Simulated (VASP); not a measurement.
# MgO (P3m1) in VASP: further runs

The runs below take MgO through single point, with PBE.

All numbers are computed with VASP 6.6.1; they aren't measurements. Logs are shortened: lines on timing, memory, paths and dates and some standing lists are left out, and cuts for length are marked.

## 1. The cell of the first run

The structure is trigonal, space group P3m1 (No. 156). Conventional cell: a = 3.020 Å, b = 3.020 Å, c = 15.793 Å, α = 90.00°, β = 90.00°, γ = 120.00°. Within 2.8 Å of Mg (site symmetry 3m) lie 3 O at 2.14 Å. Mg (site symmetry 3m) has 6 O at 2.14 Å within 2.8 Å. Within 2.8 Å of Mg (site symmetry 3m) lie 6 O at 2.14 Å. Within 2.8 Å of Mg (site symmetry 3m) lie 6 O at 2.14 Å. Mg (site symmetry 3m) has 6 O at 2.14 Å within 2.8 Å. Within 2.8 Å of Mg (site symmetry 3m) lie 6 O at 2.14 Å. O (site symmetry 3m) has 6 Mg at 2.14 Å within 2.8 Å. O (site symmetry 3m) has 6 Mg at 2.14 Å within 2.8 Å.

## 2. Single point, PBE

Contents of INCAR:

```
ALGO = Normal
EDIFF = 1E-6
ENCUT = 520
GGA = PE
ISIF = 2
ISMEAR = 0
LASPH = T
LCHARG = F
LREAL = F
LWAVE = F
NBANDS = 36
NELM = 60
PREC = Accurate
SIGMA = 0.05
```

Contents of KPOINTS:

```
k-points
0
Gamma
  9 9 2
```

Contents of POSCAR:

```
MgO
1.0
    2.1351500000     -2.1351500000      0.0000000000
    2.1351500000      0.0000000000     -2.1351500000
    9.1179502692      9.1179502692      9.1179502692
Mg O
6 6
Direct
    0.6666666667      0.6666666667      0.0390283258
    0.0000000000      0.0000000000      0.8195948409
    0.3333333333      0.3333333333      0.1951416288
    0.6666666667      0.6666666667      0.5073682348
    0.0000000000      0.0000000000      0.3512549318
    0.3333333333      0.3333333333      0.6634815379
    0.6666666667      0.6666666667      0.2731982803
    0.0000000000      0.0000000000      0.1170849773
    0.3333333333      0.3333333333      0.4293115833
    0.6666666667      0.6666666667      0.7415381894
    1.0000000000      1.0000000000      0.5854248863
    0.3333333333      0.3333333333      0.8976514924
```

Potentials or basis: VASP PAW PBE potentials, release 64 (Mg, O).

Started as:

```sh
$ cat potpaw_PBE.64/Mg/POTCAR potpaw_PBE.64/O/POTCAR > POTCAR
$ mpirun -np 1 vasp_std > vasp.out
```

OUTCAR:

```text
EDIFF = 1E-6
   ENCUT = 520
   GGA = PE
   ISIF = 2
   ISMEAR = 0
   LASPH = T
   LREAL = F
   NELM = 60
   PREC = Accurate

 ion  position               nearest neighbor table
   1  0.667  0.667  0.039-   8 2.14   8 2.14   8 2.14   3 3.02   3 3.02   3 3.02
   2  0.000  0.000  0.820-  10 2.14  12 2.14  10 2.14  10 2.14  12 2.14  12 2.14   6 3.02   6 3.02
                             6 3.02
   3  0.333  0.333  0.195-   8 2.14   7 2.14   7 2.14   8 2.14   8 2.14   7 2.14   5 3.02   1 3.02
                             1 3.02   5 3.02   5 3.02   1 3.02
   4  0.667  0.667  0.507-   9 2.14   9 2.14  11 2.14  11 2.14  11 2.14   9 2.14   5 3.02   5 3.02
                             5 3.02   6 3.02   6 3.02   6 3.02
   5  0.000  0.000  0.351-   7 2.14   9 2.14   7 2.14   7 2.14   9 2.14   9 2.14   3 3.02   4 3.02
                             3 3.02   4 3.02   3 3.02   4 3.02
   6  0.333  0.333  0.663-  10 2.14  10 2.14  10 2.14  11 2.14  11 2.14  11 2.14   2 3.02   2 3.02
                             2 3.02   4 3.02   4 3.02   4 3.02
   7  0.667  0.667  0.273-   3 2.14   3 2.14   5 2.14   5 2.14   5 2.14   3 2.14
   8  0.000  0.000  0.117-   3 2.14   1 2.14   3 2.14   3 2.14   1 2.14   1 2.14
   9  0.333  0.333  0.429-   5 2.14   4 2.14   4 2.14   5 2.14   5 2.14   4 2.14
  10  0.667  0.667  0.742-   2 2.14   6 2.14   6 2.14   2 2.14   2 2.14   6 2.14
  11  0.000  0.000  0.585-   4 2.14   4 2.14   4 2.14   6 2.14   6 2.14   6 2.14
  12  0.333  0.333  0.898-   2 2.14   2 2.14   2 2.14

  LATTYP: Found a hexagonal cell.
 ALAT       =     3.0195580877
 C/A-ratio  =     5.2301537736

  Lattice vectors:

 A1 = (  -2.1351500000,   0.0000000000,   2.1351500000)
 A2 = (   2.1351500000,  -2.1351500000,   0.0000000000)
 A3 = (   9.1179502692,   9.1179502692,   9.1179502692)

Analysis of symmetry for initial positions (statically):
=====================================================================
 Subroutine PRICEL returns:
 Original cell was already a primitive cell.

 Routine SETGRP: Setting up the symmetry group for a
 hexagonal supercell.

 Subroutine GETGRP returns: Found  6 space group operations
 (whereof  6 operations were pure point group operations)
 out of a pool of 24 trial point group operations.

The static configuration has the point symmetry C_3v.

Analysis of symmetry for dynamics (positions and initial velocities):
=====================================================================
 Subroutine PRICEL returns:
 Original cell was already a primitive cell.

 Routine SETGRP: Setting up the symmetry group for a
 hexagonal supercell.

 Subroutine GETGRP returns: Found  6 space group operations
 (whereof  6 operations were pure point group operations)
 out of a pool of 24 trial point group operations.

The dynamic configuration has the point symmetry C_3v.

 Subroutine INISYM returns: Found  6 space group operations
 (whereof  6 operations are pure point group operations),
 and found     1 'primitive' translations

----------------------------------------------------------------------------------------

                                     Primitive cell

  volume of cell :     124.7025

  direct lattice vectors                    reciprocal lattice vectors
     2.135150000 -2.135150000  0.000000000     0.156117057 -0.312234113  0.156117057
     2.135150000  0.000000000 -2.135150000     0.156117057  0.156117057 -0.312234113
     9.117950269  9.117950269  9.117950269     0.036557924  0.036557924  0.036557924

  length of vectors
     3.019558088  3.019558088 15.792753127     0.382407129  0.382407129  0.063320182

  position of ions in fractional coordinates (direct lattice)
     0.666666667  0.666666667  0.039028326
     0.000000000  0.000000000  0.819594841
     0.333333333  0.333333333  0.195141629
     0.666666667  0.666666667  0.507368235
     0.000000000  0.000000000  0.351254932
     0.333333333  0.333333333  0.663481538
     0.666666667  0.666666667  0.273198280
     0.000000000  0.000000000  0.117084977
     0.333333333  0.333333333  0.429311583
     0.666666667  0.666666667  0.741538189
     0.000000000  0.000000000  0.585424886
     0.333333333  0.333333333  0.897651492

  ion indices of the primitive-cell ions
   primitive index   ion index
                 1           1
                 2           2
                 3           3
                 4           4
                 5           5
                 6           6
                 7           7
                 8           8
                 9           9
                10          10
                11          11
                12          12

----------------------------------------------------------------------------------------

 KPOINTS: k-points

Automatic generation of k-mesh.
 Grid dimensions read from file:
 generate k-points for:    9    9    2

 Generating k-lattice:

  Cartesian coordinates                     Fractional coordinates (reciprocal lattice)
     0.017346340 -0.034692679  0.017346340     0.111111111  0.000000000  0.000000000
     0.017346340  0.017346340 -0.034692679     0.000000000  0.111111111  0.000000000
     0.018278962  0.018278962  0.018278962     0.000000000  0.000000000  0.500000000

  Length of vectors
     0.042489681  0.042489681  0.031660091

  Shift w.r.t. Gamma in fractional coordinates (k-lattice)
     0.000000000  0.000000000  0.000000000

 Subroutine IBZKPT returns following result:
 ===========================================

 Found     24 irreducible k-points:

 Following reciprocal coordinates:
            Coordinates               Weight
  0.000000  0.000000  0.000000      1.000000
  0.111111  0.000000  0.000000      6.000000
  0.222222  0.000000  0.000000      6.000000
  0.333333  0.000000  0.000000      6.000000
  0.444444  0.000000  0.000000      6.000000
  0.222222  0.111111 -0.000000      6.000000
[... 16 lines left out ...]
 -0.444444  0.222222  0.500000     12.000000
 -0.333333  0.333333  0.500000      2.000000
   k-points           NKPTS =     24   k-points in BZ     NKDIM =     24   number of bands    NBANDS=     36
   number of dos      NEDOS =    301   number of ions     NIONS =     12
   total plane-waves  NPLWV =  69120
   dimension x,y,z NGX =    24 NGY =   24 NGZ =  120
   dimension x,y,z NGXF=    48 NGYF=   48 NGZF=  240
   ions per type =               6   6
   NGX,Y,Z   is equivalent  to a cutoff of  13.21, 13.21, 12.63 a.u.
   NGXF,Y,Z  is equivalent  to a cutoff of  26.43, 26.43, 25.26 a.u.
 SYSTEM =  unknown system
   PREC   = accura    normal or accurate (medium, high low for compatibility)
   ISTART =      0    job   : 0-new  1-cont  2-samecut
   ICHARG =      2    charge: 1-file 2-atom 10-const
   ISPIN  =      1    spin polarized calculation?
   LNONCOLLINEAR =      F non collinear calculations
   LSORBIT =      F    spin-orbit coupling
   LASPH  =      T    aspherical Exc in radial PAW
   ENCUT  =  520.0 eV  38.22 Ry    6.18 a.u.   5.61  5.61 29.36*2*pi/ulx,y,z
   NELM   =     60;   NELMIN=  2; NELMDL= -5     # of ELM steps
   EDIFF  = 0.1E-05   stopping-criterion for ELM
   LREAL  =      F    real-space projection
   EDIFFG = 0.1E-04   stopping-criterion for IOM
   NSW    =      0    number of steps for IOM
   IBRION =     -1    ionic relax: 0-MD 1-quasi-New 2-CG
   NFREE  =      0    steps in history (QN), initial steepest desc. (CG)
   ISIF   =      2    stress and relaxation
   ISYM   =      2    0-nonsym 1-usesym 2-fastsym
   POTIM  = 0.5000    time-step for ionic-motion
   TEBEG  =    0.0;   TEEND  =   0.0 temperature during run
   PSTRESS=    0.0 pullay stress
   NELECT =      48.0000    total number of electrons
   NUPDOWN=      -1.0000    fix difference up-down
   EMIN   =  10.00;   EMAX   =-10.00  energy-range for DOS
   EFERMI =   0.00;   METHOD = LEGACY
   ISMEAR =     0;   SIGMA  =   0.05  broadening in eV -4-tet -1-fermi 0-gaus
   EFERMI_NEDOS =   21; number of points for ismear=-14 and -15
   IALGO  =     38    algorithm
   IMIX   =      4    mixing-type and parameters
     AMIX     =   0.40;   BMIX     =  1.00
     AMIX_MAG =   1.60;   BMIX_MAG =  1.00
  volume/ion in A,a.u.               =      10.39        70.13
  Fermi-wavevector in a.u.,A,eV,Ry     =   1.190868  2.250414 19.295316  1.418166
  Thomas-Fermi vector in A             =   2.326942
   LORBIT       =      0    0 simple, 1 ext, 2 COOP (PROOUT), +10 PAW based schemes
   GGA     = PE    functional components
   LHFCALC =     F    Hartree Fock is set to
   AEXX    =    0.0000 exact exchange contribution
   IVDW    =     0    specifies the selected vdW correction
   LEPSILON=     F    determine dielectric tensor
   LRPA    =     F    only Hartree local field effects (RPA)
 non-spin polarized calculation
 Gauss-broadening in eV      SIGMA  =   0.05
  energy-cutoff  :      520.00
  volume of cell :      124.70
 maximum number of plane-waves:      3418
   NGX = 11   NGY = 11   NGZ = 59

 number of electron      48.0000021 magnetization

 Free energy of the ion-electron system (eV)
  ---------------------------------------------------
  ext. energy  EPLUGINS =         0.00000000
  ---------------------------------------------------
  free energy    TOTEN  =       -68.69467063 eV

  energy without entropy =      -68.69375519  energy(sigma->0) =      -68.69421291

 E-fermi :   5.1910     XC(G=0): -10.5731

 val. band max:        5.1863846867   @ k =   0.0000   0.0000   0.0000
 cond. band min:       5.3387970015   @ k =   0.1111   0.0000   0.0000
 fundamental gap:      0.1524123148
 Fermi energy:         5.1910058280

 k-point     1 :       0.0000    0.0000    0.0000
  band No.  band energies     occupation
      1     -16.2909      2.00000
      2     -15.3519      2.00000
      3     -14.5307      2.00000
      4     -13.7261      2.00000
      5     -12.8651      2.00000
      6     -11.1180      2.00000
[... 28 lines left out ...]
     35      15.9706      0.00000
     36      16.2942      0.00000

 k-point     2 :       0.1111    0.0000    0.0000
  band No.  band energies     occupation
      1     -16.2031      2.00000
      2     -15.2722      2.00000
      3     -14.4525      2.00000
      4     -13.6486      2.00000
      5     -12.7932      2.00000
      6     -11.0528      2.00000
[... 28 lines left out ...]
     35      15.2464      0.00000
     36      15.8171      0.00000

 k-point     3 :       0.2222    0.0000    0.0000
  band No.  band energies     occupation
      1     -15.9712      2.00000
      2     -15.0628      2.00000
      3     -14.2464      2.00000
      4     -13.4440      2.00000
      5     -12.6032      2.00000
      6     -10.8815      2.00000
[... 28 lines left out ...]
     35      14.3571      0.00000
     36      14.5813      0.00000
[... 742 lines left out ...]
 k-point    23 :      -0.4444    0.2222    0.5000
  band No.  band energies     occupation
      1     -15.4142      2.00000
      2     -14.5587      2.00000
      3     -13.7464      2.00000
      4     -12.9463      2.00000
      5     -12.1374      2.00000
      6     -10.4684      2.00000
[... 28 lines left out ...]
     35      13.6814      0.00000
     36      13.9246      0.00000

 k-point    24 :      -0.3333    0.3333    0.5000
  band No.  band energies     occupation
      1     -15.3639      2.00000
      2     -14.5115      2.00000
      3     -13.6993      2.00000
      4     -12.8992      2.00000
      5     -12.0923      2.00000
      6     -10.4288      2.00000
[... 28 lines left out ...]
     35      13.7194      0.00000
     36      13.9117      0.00000

------------------------ aborting loop because EDIFF is reached ----------------------------------------

  FORCE on cell =-STRESS in cart. coord.  units (eV):
  Direction    XX          YY          ZZ          XY          YZ          ZX
  --------------------------------------------------------------------------------------
  -------------------------------------------------------------------------------------
  Total       -3.5107088     -3.5107088     -3.5107088     -3.7790272     -3.7790272     -3.7790272
  in kB      -45.1055653    -45.1055653    -45.1055653    -48.5529189    -48.5529189    -48.5529189
  external PRESSURE =     -45.1055653 kB  Pullay stress =       0.0000000 kB

 VOLUME and BASIS-vectors are now :
 -----------------------------------------------------------------------------
  energy-cutoff  :      520.00
  volume of cell :      124.70
      direct lattice vectors                 reciprocal lattice vectors
     2.135150000 -2.135150000  0.000000000     0.156117057 -0.312234113  0.156117057
     2.135150000  0.000000000 -2.135150000     0.156117057  0.156117057 -0.312234113
     9.117950269  9.117950269  9.117950269     0.036557924  0.036557924  0.036557924

 POSITION                                       TOTAL-FORCE (eV/Angst)
 -----------------------------------------------------------------------------------
      3.20273     -1.06757     -1.06757        -1.722093     -1.722093     -1.722093
      7.47303      7.47303      7.47303         1.164642      1.164642      1.164642
      3.20273      1.06758      1.06758         0.397014      0.397014      0.397014
      7.47302      3.20272      3.20272         0.372397      0.372397      0.372397
      3.20272      3.20272      3.20272         0.378216      0.378216      0.378216
      7.47303      5.33788      5.33788         0.366816      0.366816      0.366816
      5.33788      1.06758      1.06758        -0.376752     -0.376752     -0.376752
      1.06758      1.06758      1.06758        -0.386412     -0.386412     -0.386412
      5.33787      3.20272      3.20272        -0.372437     -0.372437     -0.372437
      9.60818      5.33788      5.33788        -0.395516     -0.395516     -0.395516
      5.33787      5.33787      5.33787        -0.372826     -0.372826     -0.372826
      9.60817      7.47303      7.47303         0.946952      0.946952      0.946952
 -----------------------------------------------------------------------------------
    total drift:                                0.000528      0.000528      0.000528

  FREE ENERGIE OF THE ION-ELECTRON SYSTEM (eV)
  ---------------------------------------------------
  free  energy   TOTEN  =       -68.6946706264 eV

  energy  without entropy=      -68.6937551889  energy(sigma->0) =      -68.69421291
```

Wall time 2.2 min (1 thread of Intel Xeon 6975P-C, shared host); peak memory 0.29 GiB.

What came out:

* Free energy: -68.6947 eV
* Pressure: -4.5 GPa
* Largest force: 2.983 eV/Å
* Band gap on the k mesh: zero (filled and empty bands touch)

Forces in eV/Å, atoms in the order of the input:
```
Mg  -1.722 -1.722 -1.722
Mg   1.165  1.165  1.165
Mg   0.397  0.397  0.397
Mg   0.372  0.372  0.372
Mg   0.378  0.378  0.378
Mg   0.367  0.367  0.367
O   -0.377 -0.377 -0.377
O   -0.386 -0.386 -0.386
O   -0.372 -0.372 -0.372
O   -0.396 -0.396 -0.396
O   -0.373 -0.373 -0.373
O    0.947  0.947  0.947
```

Levels at points of the mesh, in eV from the Fermi level:
```csv
k point,band 21,band 22,band 23,band 24,band 25,band 26,band 27,band 28
"(0.00, 0.00, 0.00)",-1.92,-1.92,-0.32,0.00,0.00,1.76,2.64,3.47
"(0.00, 0.00, 0.50)",-1.92,-1.92,-0.21,0.00,0.00,1.55,3.07,3.17
```

Caveat: forces of over 1 eV/Å act on the atoms, so gaps and moduli don't describe the material at rest.

[end of part 1 of 2]
